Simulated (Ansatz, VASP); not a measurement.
# One calculation of Zr3O, two programs

The input INCAR:

```
SYSTEM = Zr3O
ALGO     = Normal         ! electronic algorithm
EDIFF    = 1E-6           ! SCF threshold, eV
ENCUT    = 520            ! plane-wave cutoff, eV
GGA      = PS             ! functional
ISIF     = 2              ! what is computed and relaxed
ISMEAR   = 0              ! smearing method
LASPH    = .True.         ! aspherical terms in the spheres
LCHARG   = .True.         ! write CHGCAR
LELF     = .True.         ! ELF
LREAL    = .False.        ! projectors in reciprocal space
LVHAR    = .True.       
LWAVE    = .False.        ! write WAVECAR
NBANDS   = 52             ! bands
NELM     = 60             ! most SCF steps
PREC     = Accurate       ! precision mode
SIGMA    = 0.15           ! smearing width, eV
```

File KPOINTS:

```
k-points
0
Gamma
  9 9 8
  0 0 0
```

Contents of POSCAR:

```
Zr3O
1.0
    5.5842861704      0.0000000000      0.0000000000
   -2.7921430852      4.8361336855      0.0000000000
    0.0000000000      0.0000000000      5.1557455174
Zr O
6 2
Direct
    0.3126109405      0.0000000000      0.0000000000
    0.3126109405      0.3126109405      0.5000000000
    0.0000000000      0.3126109405      0.0000000000
    0.6873890595      0.0000000000      0.5000000000
    0.6873890595      0.6873890595      0.0000000000
    0.0000000000      0.6873890595      0.5000000000
    0.3333333333      0.6666666667      0.2500000000
    0.6666666667      0.3333333333      0.7500000000
```

Input for Ansatz:

```yaml
crystal:
  lattice:
    - [5.5842861704, 0.0, 0.0]
    - [-2.7921430852, 4.8361336855, 0.0]
    - [0.0, 0.0, 5.1557455174]
  atoms:
    - { symbol: Zr, position: [0.3126109405, 0.0, 0.0] }
    - { symbol: Zr, position: [0.3126109405, 0.3126109405, 0.5] }
    - { symbol: Zr, position: [0.0, 0.3126109405, 0.0] }
    - { symbol: Zr, position: [0.6873890595, 0.0, 0.5] }
    - { symbol: Zr, position: [0.6873890595, 0.6873890595, 0.0] }
    - { symbol: Zr, position: [0.0, 0.6873890595, 0.5] }
    - { symbol: O, position: [0.3333333333, 0.6666666667, 0.25] }
    - { symbol: O, position: [0.6666666667, 0.3333333333, 0.75] }
basis:
  ecutwfc: 520.0
kpoints:
  mp_grid: { grid: [9, 9, 8] }
hamiltonian:
  xc: pbesol
  pseudopotentials: { kind: paw, azcp: { folder: soft_1 } }
scf:
  occupations: { method: gaussian, width: 0.15 }
output:
  forces: true
  stress: true
  eigenvalues: true
```

Alike in both runs: task single point; functional PBEsol; k mesh 9 × 9 × 8; occupations gaussian, width 0.15 eV; no spin polarisation.

```csv
,VASP,Ansatz
version,VASP 6.6.1,Ansatz 0.2.0
potentials or method,"VASP PAW PBE potentials, release 64 (Zr_sv, O), cutoff 520 eV","scalar-relativistic, plane waves, PAW"
valence electrons in the cell,84,84
```

Ansatz gave:

| Property | Result |
| --- | --- |
| gap on the k mesh at the Fermi level (eV) | none |
| pressure (GPa) | -1.2 |
| traceless stress, the component that is largest in VASP (GPa) | 1.25 |
| rms of the force components (eV/Å) | 1.224 |

**Question.** What did VASP give for the same quantities?

**Answer.** gap on the k mesh at the Fermi level (eV): none; pressure (GPa): -1.1; traceless stress, the component that is largest in VASP (GPa): 1.25; rms of the force components (eV/Å): 1.221.

VASP's potentials were made for PBE, not for PBEsol, and Ansatz warns of the same on its side. Atom by atom the forces differ by 0.003 eV/Å (rms over components). A gap of «none» marks a metal or a gap that the smearing closes. The functional is the same, so the differences come from potentials, cutoffs and numerics.
